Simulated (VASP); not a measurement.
# CdSe (Pm-3m) in VASP: notebook, part 2 of 2

VASP 6.6.1. Earlier steps stand in the parts before.

## 3. Single point, PBE

INCAR

```
PREC     = Accurate       # precision mode
ENCUT    = 520            # plane-wave cutoff, eV
EDIFF    = 1E-7           # SCF threshold, eV
ISMEAR   = -1             # smearing method
SIGMA    = 0.02           # smearing width, eV
LREAL    = False          # projectors in reciprocal space
LASPH    = True           # aspherical terms in the spheres
NELM     = 100            # most SCF steps
ALGO     = Normal         # electronic algorithm
ISIF     = 2              # what is computed and relaxed
LWAVE    = False          # write WAVECAR
LCHARG   = False          # write CHGCAR
GGA      = PE             # functional
NBANDS   = 16             # bands
```

KPOINTS

```
regular mesh
0
Gamma
  6 6 6
```

POSCAR

```
CdSe
1.0
    3.5331017187      0.0000000000      0.0000000000
    0.0000000000      3.5331017187      0.0000000000
    0.0000000000      0.0000000000      3.5331017187
Cd Se
1 1
Direct
    0.0000000000      0.0000000000      0.0000000000
    0.5000000000      0.5000000000      0.5000000000
```

Potentials or basis: VASP PAW PBE potentials, release 64 (Cd, Se).

Command:

```
$ cat potpaw_PBE.64/Cd/POTCAR potpaw_PBE.64/Se/POTCAR > POTCAR
$ mpirun -np 1 vasp_std > vasp.out
```

OUTCAR:

```text
PREC = Accurate
   ENCUT = 520
   EDIFF = 1E-7
   ISMEAR = -1
   LREAL = False
   LASPH = True
   NELM = 100
   ISIF = 2
   GGA = PE

 ion  position               nearest neighbor table
   1  0.000  0.000  0.000-   2 3.06   2 3.06   2 3.06   2 3.06   2 3.06   2 3.06   2 3.06   2 3.06

   2  0.500  0.500  0.500-   1 3.06   1 3.06   1 3.06   1 3.06   1 3.06   1 3.06   1 3.06   1 3.06

  LATTYP: Found a simple cubic cell.
 ALAT       =     3.5331017187

  Lattice vectors:

 A1 = (   3.5331017187,   0.0000000000,   0.0000000000)
 A2 = (   0.0000000000,   3.5331017187,   0.0000000000)
 A3 = (   0.0000000000,   0.0000000000,   3.5331017187)

Analysis of symmetry for initial positions (statically):
=====================================================================
 Subroutine PRICEL returns:
 Original cell was already a primitive cell.

 Routine SETGRP: Setting up the symmetry group for a
 simple cubic supercell.

 Subroutine GETGRP returns: Found 48 space group operations
 (whereof 48 operations were pure point group operations)
 out of a pool of 48 trial point group operations.

The static configuration has the point symmetry O_h .

Analysis of symmetry for dynamics (positions and initial velocities):
=====================================================================
 Subroutine PRICEL returns:
 Original cell was already a primitive cell.

 Routine SETGRP: Setting up the symmetry group for a
 simple cubic supercell.

 Subroutine GETGRP returns: Found 48 space group operations
 (whereof 48 operations were pure point group operations)
 out of a pool of 48 trial point group operations.

The dynamic configuration has the point symmetry O_h .

 Subroutine INISYM returns: Found 48 space group operations
 (whereof 48 operations are pure point group operations),
 and found     1 'primitive' translations

----------------------------------------------------------------------------------------

[... 106 lines left out ...]
     AMIX     =   0.40;   BMIX     =  1.00
     AMIX_MAG =   1.60;   BMIX_MAG =  1.00
  volume/ion in A,a.u.               =      22.05       148.81
  Fermi-wavevector in a.u.,A,eV,Ry     =   1.214347  2.294783 20.063682  1.474639
  Thomas-Fermi vector in A             =   2.349770
   LORBIT       =      0    0 simple, 1 ext, 2 COOP (PROOUT), +10 PAW based schemes
   GGA     = PE    functional components
   LHFCALC =     F    Hartree Fock is set to
   AEXX    =    0.0000 exact exchange contribution
   IVDW    =     0    specifies the selected vdW correction
   LEPSILON=     F    determine dielectric tensor
   LRPA    =     F    only Hartree local field effects (RPA)
 non-spin polarized calculation
  energy-cutoff  :      520.00
  volume of cell :       44.10
 maximum number of plane-waves:      1213
 NGX is ok and might be reduce to    28
   NGX = 13   NGY = 13   NGZ = 13

 number of electron      17.9999995 magnetization

 Free energy of the ion-electron system (eV)
  ---------------------------------------------------
  ext. energy  EPLUGINS =         0.00000000
  ---------------------------------------------------
  free energy    TOTEN  =        -4.27460585 eV

  energy without entropy =       -4.27056368  energy(sigma->0) =       -4.27258476

 E-fermi :   3.5235     XC(G=0): -10.5057

 val. band max:        3.5207753070   @ k =   0.5000   0.0000   0.0000
 cond. band min:       3.5518179749   @ k =   0.5000   0.1667   0.0000
 fundamental gap:      0.0310426679
 Fermi energy:         3.5235467307

 k-point     1 :       0.0000    0.0000    0.0000
  band No.  band energies     occupation
      1     -10.2606      2.00000
      2      -5.3303      2.00000
      3      -5.3303      2.00000
      4      -4.8918      2.00000
      5      -4.8918      2.00000
      6      -4.8918      2.00000
[... 357 lines left out ...]
      3      -5.4548      2.00000
      4      -5.4548      2.00000
      5      -4.7195      2.00000
      6      -4.7195      2.00000
[... 8 lines left out ...]
     15      20.4745      0.00000
     16      20.4745      0.00000

------------------------ aborting loop because EDIFF is reached ----------------------------------------

  FORCE on cell =-STRESS in cart. coord.  units (eV):
  Direction    XX          YY          ZZ          XY          YZ          ZX
  --------------------------------------------------------------------------------------
  -------------------------------------------------------------------------------------
  Total        0.3940596      0.3940596      0.3940596      0.0000000     -0.0000000     -0.0000000
  in kB       14.3154186     14.3154186     14.3154186      0.0000000     -0.0000000     -0.0000000
  external PRESSURE =      14.3154186 kB  Pullay stress =       0.0000000 kB

 VOLUME and BASIS-vectors are now :
 -----------------------------------------------------------------------------
  energy-cutoff  :      520.00
  volume of cell :       44.10
      direct lattice vectors                 reciprocal lattice vectors
     3.533101719  0.000000000  0.000000000     0.283037421  0.000000000  0.000000000
     0.000000000  3.533101719  0.000000000     0.000000000  0.283037421  0.000000000
     0.000000000  0.000000000  3.533101719     0.000000000  0.000000000  0.283037421

 POSITION                                       TOTAL-FORCE (eV/Angst)
 -----------------------------------------------------------------------------------
      0.00000      0.00000      0.00000         0.000000      0.000000      0.000000
      1.76655      1.76655      1.76655         0.000000      0.000000      0.000000
 -----------------------------------------------------------------------------------
    total drift:                               -0.000000      0.000000      0.000000

  FREE ENERGIE OF THE ION-ELECTRON SYSTEM (eV)
  ---------------------------------------------------
  free  energy   TOTEN  =        -4.2746058465 eV

  energy  without entropy=       -4.2705636791  energy(sigma->0) =       -4.27258476
```

OSZICAR:

```text
N       E                     dE             d eps       ncg     rms          rms(c)
DAV:   1     0.987774320213E+02    0.98777E+02   -0.91741E+03   672   0.104E+03
DAV:   2    -0.157639448830E+01   -0.10035E+03   -0.94407E+02   800   0.246E+02
DAV:   3    -0.480799265910E+01   -0.32316E+01   -0.32245E+01   760   0.445E+01
DAV:   4    -0.481601997445E+01   -0.80273E-02   -0.80271E-02   792   0.225E+00
DAV:   5    -0.481604863420E+01   -0.28660E-04   -0.28660E-04   776   0.122E-01    0.500E+00
DAV:   6    -0.428547273696E+01    0.53058E+00   -0.77607E-01   688   0.984E+00    0.442E+00
DAV:   7    -0.427799508673E+01    0.74777E-02   -0.74511E-02   704   0.231E+00    0.221E+00
DAV:   8    -0.427460462290E+01    0.33905E-02   -0.59821E-03   752   0.863E-01    0.210E-01
DAV:   9    -0.427457223341E+01    0.32389E-04   -0.36278E-04   752   0.153E-01    0.504E-02
DAV:  10    -0.427460098151E+01   -0.28748E-04   -0.39458E-05   744   0.540E-02    0.299E-02
DAV:  11    -0.427460579457E+01   -0.48131E-05   -0.60519E-06   696   0.280E-02    0.426E-03
DAV:  12    -0.427460584652E+01   -0.51951E-07   -0.27382E-07   728   0.516E-03
   1 F= -.42746058E+01 E0= -.42725848E+01  d E =-.404217E-02
```

Run time: 13 s. Hardware: 1 thread of Intel Xeon Platinum 8375C at 2.90GHz (Ice Lake), shared host; peak memory 0.16 GiB.

Results:

```yaml
Free_energy: -4.2746 eV
Pressure: 1.4 GPa
Band_gap_on_the_k_mesh: zero (band 9 reaches 3.55 eV, above the bottom of band 10 at 2.26 eV)
```
